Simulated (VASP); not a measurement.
# Ni8AsO8 (a cell with a defect) in VASP: single point with PBEsol

Aim: the single point of Ni8AsO8 (a cell with a defect) with PBEsol.

Everything below comes from runs of VASP 6.6.1. Logs are shortened: lines on timing, memory, paths and dates and some standing lists are left out, and cuts for length are marked.

## 1. The cell of the first run

The cell holds a defect, 17 atoms: a = 5.900 Å, b = 5.900 Å, c = 5.900 Å, α = 60.00°, β = 60.00°, γ = 60.00°.

## 2. Single point, PBEsol, collinear spin

Contents of INCAR:

```
SYSTEM = Ni8AsO8
PREC = Accurate
ENCUT = 520
EDIFF = 1E-6
ISMEAR = -1
SIGMA = 0.05
LREAL = .FALSE.
LASPH = .TRUE.
NELM = 200
ALGO = Normal
ISIF = 2
LWAVE = .FALSE.
LCHARG = .FALSE.
ISPIN = 2
MAGMOM = 0.07 0 0.42 0.53 0 0 0.07 0 0.07 0 0 0 0 0 0.06 0 0
LORBIT = 11
LMAXMIX = 4
GGA = PS
NBANDS = 84
GGA_COMPAT = .FALSE.
```

Contents of KPOINTS:

```
Automatic mesh
0
G
  2 2 2
  0 0 0
```

Contents of POSCAR:

```
Ni8AsO8
1.0
    0.0000000000      4.1718030000      4.1718030000
    4.1718030000      0.0000000000      4.1718030000
    4.1718030000      4.1718030000      0.0000000000
Ni O As
8 8 1
Direct
   -0.0247255204      0.0268109496      0.0407377817
   -0.0385444854      0.0831295246      0.5105945798
    0.0256483827      0.5320241632     -0.0392875694
    0.0388441161      0.5269783832      0.4881702228
    0.4808712204     -0.1711969621      0.0274461666
    0.3489618278     -0.0201591494      0.6559274251
    0.5480244393      0.4656379987     -0.0577568020
    0.5468498872      0.4942107765      0.4511358758
    0.1306509440      0.3047003897      0.2431442712
    0.3423220128      0.2824917667      0.6461235106
    0.1219496702      0.8746697771      0.2857877038
    0.3260340913      0.6505460589      0.7385655555
    0.7622963021      0.3465288270      0.1481733438
    0.8785410049      0.2463443264      0.7383857771
    0.7657001062      0.6867893810      0.3392657803
    0.7965500768      0.7982999197      0.7328366176
    0.5248689835      0.0384605889      0.2194854359
```

Potentials or basis: VASP PAW PBE potentials, release 64 (Ni, O, As).

Started as:

```sh
cat potpaw_PBE.64/Ni/POTCAR potpaw_PBE.64/O/POTCAR potpaw_PBE.64/As/POTCAR > POTCAR
mpirun -np 1 vasp_std > vasp.out
```

OUTCAR:

```text
SYSTEM = Ni8AsO8
   PREC = Accurate
   ENCUT = 520
   EDIFF = 1E-6
   ISMEAR = -1
   LREAL = .FALSE.
   LASPH = .TRUE.
   NELM = 200
   ISIF = 2
   ISPIN = 2
   LORBIT = 11
   GGA = PS

 ion  position               nearest neighbor table
   1  0.975  0.027  0.041-  11 1.68  14 1.78  13 1.89   6 2.26  17 2.29  15 2.33   5 2.58   7 2.61
                             4 2.81   2 2.91   3 2.92   2 3.01   3 3.03
   2  0.961  0.083  0.511-   9 1.69  14 1.77  11 1.84  16 1.91  13 2.39   8 2.46   6 2.53   4 2.81
                            17 2.82   1 2.91   3 2.98   3 2.98   1 3.01
   3  0.026  0.532  0.961-   9 1.71  12 1.83  13 1.90  16 1.92  15 2.32  10 2.37   5 2.71   4 2.76
                             7 2.86   8 2.87   1 2.92   2 2.98   2 2.98   1 3.03   8 3.05
   4  0.039  0.527  0.488-  15 1.82  14 1.88  11 1.96  10 1.97   9 2.12  16 2.16   6 2.73   3 2.76
                             2 2.81   8 2.81   1 2.81   7 2.83
   5  0.481  0.829  0.027-  16 1.81  11 1.87  17 2.21   7 2.24   6 2.29   8 2.36  13 2.41   1 2.58
                             3 2.71
   6  0.349  0.980  0.656-  10 1.74  12 1.81  17 2.15   1 2.26   5 2.29  14 2.34  16 2.49   2 2.53
                             7 2.59   4 2.73
   7  0.548  0.466  0.942-  12 1.78  13 1.83  14 1.90   5 2.24  17 2.25  16 2.48   6 2.59   1 2.61
                             8 2.82   4 2.83   3 2.86
   8  0.547  0.494  0.451-  10 1.74  15 1.81  12 1.89  13 1.94   5 2.36   2 2.46  17 2.75   4 2.81
                             7 2.82   3 2.87   3 3.05
   9  0.131  0.305  0.243-   2 1.69   3 1.71  17 2.03   4 2.12
  10  0.342  0.282  0.646-   8 1.74   6 1.74   4 1.97   3 2.37
  11  0.122  0.875  0.286-   1 1.68   2 1.84   5 1.87   4 1.96
  12  0.326  0.651  0.739-   7 1.78   6 1.81   3 1.83   8 1.89
  13  0.762  0.347  0.148-   7 1.83   1 1.89   3 1.90   8 1.94   2 2.39   5 2.41
  14  0.879  0.246  0.738-   2 1.77   1 1.78   4 1.88   7 1.90   6 2.34
  15  0.766  0.687  0.339-   8 1.81   4 1.82  17 1.85   3 2.32   1 2.33
  16  0.797  0.798  0.733-   5 1.81   2 1.91   3 1.92   4 2.16   7 2.48   6 2.49
  17  0.525  0.038  0.219-  15 1.85   9 2.03   6 2.15   5 2.21   7 2.25   1 2.29   8 2.75   2 2.82

  LATTYP: Found a face centered cubic cell.
 ALAT       =     8.3436060000

  Lattice vectors:

 A1 = (   0.0000000000,   4.1718030000,   4.1718030000)
 A2 = (   4.1718030000,   0.0000000000,   4.1718030000)
 A3 = (   4.1718030000,   4.1718030000,   0.0000000000)

Analysis of symmetry for initial positions (statically):
=====================================================================
 Subroutine PRICEL returns:
 Original cell was already a primitive cell.

 Routine SETGRP: Setting up the symmetry group for a
 face centered cubic supercell.

 Subroutine GETGRP returns: Found  1 space group operations
 (whereof  1 operations were pure point group operations)
 out of a pool of 48 trial point group operations.

The static configuration has the point symmetry C_1 .

Analysis of symmetry for dynamics (positions and initial velocities):
[... 190 lines left out ...]
 fundamental gap:      0.0276342469
 Fermi energy:         9.1485969636

 spin component 1

 k-point     1 :       0.0000    0.0000    0.0000
  band No.  band energies     occupation
      1     -12.7643      1.00000
      2     -11.3239      1.00000
      3     -11.1803      1.00000
      4     -11.0969      1.00000
      5     -10.9433      1.00000
      6     -10.6580      1.00000
[... 637 lines left out ...]
     77      13.8426      0.00000
     78      14.4269      0.00000
 Fermi energy:         9.1485969636

 spin component 2

 k-point     1 :       0.0000    0.0000    0.0000
  band No.  band energies     occupation
      1     -12.7116      1.00000
      2     -11.2795      1.00000
      3     -11.1167      1.00000
      4     -11.0404      1.00000
      5     -10.8786      1.00000
      6     -10.6187      1.00000
[... 637 lines left out ...]
     77      13.8746      0.00000
     78      14.4669      0.00000
 [bands above 78 left out]

------------------------ aborting loop because EDIFF is reached ----------------------------------------

  FORCE on cell =-STRESS in cart. coord.  units (eV):
  Direction    XX          YY          ZZ          XY          YZ          ZX
  --------------------------------------------------------------------------------------
  -------------------------------------------------------------------------------------
  Total       30.9237850     42.1269769     35.8302595     -0.0953206     -1.9078525     -0.3984770
  in kB      341.1943697    464.8036233    395.3294467     -1.0517103    -21.0500926     -4.3965541
  external PRESSURE =     400.4424799 kB  Pullay stress =       0.0000000 kB

 VOLUME and BASIS-vectors are now :
 -----------------------------------------------------------------------------
  energy-cutoff  :      520.00
  volume of cell :      145.21
      direct lattice vectors                 reciprocal lattice vectors
     0.000000000  4.171803000  4.171803000    -0.119852256  0.119852256  0.119852256
     4.171803000  0.000000000  4.171803000     0.119852256 -0.119852256  0.119852256
     4.171803000  4.171803000  0.000000000     0.119852256  0.119852256 -0.119852256

 POSITION                                       TOTAL-FORCE (eV/Angst)
 -----------------------------------------------------------------------------------
      0.28180      4.23860      4.18050        -0.341523     -1.284595      0.370865
      2.47690      6.14110      4.35780        -1.192996      0.450183     -3.853552
      6.22740      4.11490      2.32650        -0.220231     -3.134482     -0.731243
      4.23500      2.19860      2.36050         0.479421      1.141749      0.538928
      3.57210      2.12060      5.46370         1.070713     -0.837154     -0.287884
      6.82410      4.19220      5.54350        -0.254930      0.609741     -0.459497
[... 9 lines left out ...]
      6.38760      6.38030      6.65340         0.400365      1.213549      0.946380
      1.07610      3.10530      2.35010         0.031234     -1.366289     -0.260245
 -----------------------------------------------------------------------------------
    total drift:                               -0.000065      0.000057      0.000370

  FREE ENERGIE OF THE ION-ELECTRON SYSTEM (eV)
  ---------------------------------------------------
  free  energy   TOTEN  =      -101.9280112201 eV

  energy  without entropy=     -101.8449724247  energy(sigma->0) =     -101.88649182

 total charge

# of ion       s       p       d       tot
------------------------------------------
    1        0.528   0.745   8.593   9.866
    2        0.528   0.754   8.496   9.779
    3        0.477   0.673   8.447   9.597
    4        0.417   0.587   8.362   9.366
    5        0.530   0.653   8.505   9.688
    6        0.554   0.716   8.550   9.820
[... 9 lines left out ...]
   16        1.573   3.398   0.000   4.971
   17        1.284   1.441   0.198   2.923
--------------------------------------------------
tot         17.957  34.518  68.165 120.640

 magnetization (x)

# of ion       s       p       d       tot
------------------------------------------
    1        0.001   0.001   0.064   0.067
    2       -0.000   0.003   0.043   0.046
    3        0.003   0.000   0.178   0.181
    4        0.004   0.001   0.705   0.711
    5        0.004   0.001   0.009   0.014
    6        0.001  -0.001   0.002   0.003
[... 9 lines left out ...]
   16        0.006   0.034   0.000   0.040
   17       -0.001  -0.001   0.000  -0.002
--------------------------------------------------
tot          0.037   0.211   1.071   1.320
```

OSZICAR:

```text
N       E                     dE             d eps       ncg     rms          rms(c)
DAV:   1     0.159426948325E+04    0.15943E+04   -0.57684E+04  2688   0.210E+03
DAV:   2     0.198505390106E+03   -0.13958E+04   -0.13007E+04  2688   0.541E+02
[... 24 lines left out ...]
DAV:  27    -0.101927975173E+03   -0.70799E-04   -0.42317E-04  4304   0.167E-01    0.526E-02
DAV:  28    -0.101928000316E+03   -0.25143E-04   -0.16066E-04  3872   0.102E-01    0.321E-02
DAV:  29    -0.101928004947E+03   -0.46306E-05   -0.48877E-05  3968   0.554E-02    0.255E-02
DAV:  30    -0.101928009748E+03   -0.48011E-05   -0.18764E-05  3176   0.382E-02    0.136E-02
DAV:  31    -0.101928011244E+03   -0.14959E-05   -0.73073E-06  2136   0.228E-02    0.707E-03
DAV:  32    -0.101928011220E+03    0.23905E-07   -0.30156E-06  1840   0.128E-02
   1 F= -.10192801E+03 E0= -.10188649E+03  d E =-.830388E-01  mag=     1.3584
```

It took 21 min on 1 thread of Intel Xeon 8259CL, shared host; peak memory 0.49 GiB.

What came out:

| Quantity | Value |
| --- | --- |
| Free energy | -101.9280 eV |
| Pressure | 40.0 GPa |
| Largest force | 4.059 eV/Å |
| Net moment | 1.36 μB per cell |
| Site moments | Ni +0.07, +0.05, +0.18, +0.71, +0.01, +0.00, +0.08, -0.00; O +0.07, +0.01, +0.03, +0.05, +0.02, +0.04 (each value once); As -0.00 μB |
| Valence electrons inside the program's atomic spheres | Ni 9.87, 9.78, 9.60, 9.37, 9.69, 9.82, 9.70, 9.67; O 5.07, 5.00, 5.05, 5.04, 4.97 (each value once); As 2.92 |

Forces in eV/Å, atoms in the order of the input:
```
Ni  -0.342 -1.285  0.371
Ni  -1.193  0.450 -3.854
Ni  -0.220 -3.134 -0.731
Ni   0.479  1.142  0.539
Ni   1.071 -0.837 -0.288
Ni  -0.255  0.610 -0.459
Ni   0.405  0.033  0.353
Ni  -0.822  0.686 -0.184
O    0.077  2.113  3.165
O    0.801 -1.364 -0.393
O   -0.959  2.632 -0.296
O   -0.559 -0.041 -0.250
O    1.393 -0.068  0.774
O    0.044 -0.898  0.052
O   -0.353  0.115  0.514
O    0.400  1.214  0.946
As   0.031 -1.366 -0.260
```

Levels at points of the mesh, in eV from the Fermi level:
Spin up:
```csv
k point,band 65,band 66,band 67,band 68,band 69,band 70
"(0.00, 0.00, 0.00)",-0.49,-0.28,-0.22,0.31,0.49,0.64
"(0.50, 0.00, 0.00)",-0.37,-0.19,-0.08,0.03,0.19,0.54
"(0.00, 0.50, 0.00)",-0.38,-0.17,-0.03,0.27,0.30,0.53
"(0.00, 0.00, 0.50)",-0.41,-0.29,-0.15,0.00,0.27,0.75
"(0.50, 0.50, 0.50)",-0.48,-0.32,-0.24,0.05,0.21,0.58
"(0.50, 0.50, 0.00)",-0.53,-0.46,-0.24,0.15,0.55,0.74
"(0.00, 0.50, 0.50)",-0.41,-0.29,-0.17,0.05,0.57,0.61
"(0.50, 0.00, 0.50)",-0.37,-0.36,-0.12,-0.01,0.09,0.51
```
Spin down:
```
           k point  band 63  band 64  band 65  band 66  band 67  band 68  band 69  band 70
(0.00, 0.00, 0.00)    -0.62    -0.42    -0.38    -0.06     0.31     0.41     0.73     0.93
(0.50, 0.00, 0.00)    -0.53    -0.43    -0.22     0.00     0.14     0.22     0.51     0.74
(0.00, 0.50, 0.00)    -0.53    -0.40    -0.08     0.08     0.15     0.41     0.42     0.82
(0.00, 0.00, 0.50)    -0.44    -0.32    -0.27    -0.11     0.04     0.27     0.60     0.83
(0.50, 0.50, 0.50)    -0.48    -0.46    -0.22    -0.09     0.09     0.28     0.35     0.80
(0.50, 0.50, 0.00)    -0.55    -0.48    -0.31    -0.23     0.15     0.35     0.74     0.84
(0.00, 0.50, 0.50)    -0.38    -0.34    -0.20    -0.04     0.09     0.17     0.71     1.05
(0.50, 0.00, 0.50)    -0.41    -0.36    -0.28    -0.14     0.09     0.20     0.45     0.60
```

Caveat: the k points lie up to 0.65 Å⁻¹ apart; the PAW data sets were made with another functional, which shifts forces and pressure a little; semilocal functionals often make such compounds metallic where correlation or magnetic order opens a gap, which also shifts bond lengths.
